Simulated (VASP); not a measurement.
Wanted: the native input for a VASP 6.6.1 run.

```
Task                   : single point
Functional             : LDA
Potentials or basis    : VASP PAW LDA potentials, release 64 (K_sv, Cl)
Cutoff                 : 520 eV
k mesh                 : 6 × 6 × 6
Occupations            : gaussian, width 0.05 eV
Spin                   : no spin polarisation
Dipole correction      : no
Further INCAR settings : ALGO = Normal; EDIFF = 1e-06; NBANDS = 15
```

The structure of KCl lies in POSCAR:

```
KCl
1.0
    4.0311558000      0.0000000000      0.0000000000
    0.0000000000      4.0311558000      0.0000000000
    0.0000000000      0.0000000000      3.9351759000
K Cl
1 1
Direct
    0.0000000000      0.0000000000      0.0000000000
    0.5000000000      0.5000000000      0.5000000000
```

This cell differs from its parent crystal: strain +0.050 along x and y, +0.025 along z.

One way to write it, as run:

INCAR

```
SYSTEM = KCl
PREC = Accurate ; ENCUT = 520
EDIFF = 1E-6 ; ISMEAR = 0
SIGMA = 0.05 ; LREAL = .FALSE.
LASPH = .TRUE. ; NELM = 100
ALGO = Normal ; ISIF = 2
LWAVE = .FALSE. ; LCHARG = .FALSE.
GGA = CA ; NBANDS = 15
```

KPOINTS

```
Automatic mesh
0
G
  6 6 6
  0 0 0
```

Potentials or basis: VASP PAW LDA potentials, release 64 (K_sv, Cl).

Command:

```console
$ cat potpaw_LDA.64/K_sv/POTCAR potpaw_LDA.64/Cl/POTCAR > POTCAR
$ mpirun -np 1 vasp_std > vasp.out
```

Results of the run:

```json
{
 "Pressure": "-4.1 GPa",
 "Band gap on the k mesh": "3.86 eV (least direct gap 4.03 eV)"
}
```

Caveat: the cell differs from its parent crystal (strain +0.050 along x and y, +0.025 along z); the cell stands under tension.

Run time: 60 s on 1 thread of Intel Xeon 8259CL, with other jobs on the host, peak memory 0.17 GiB.
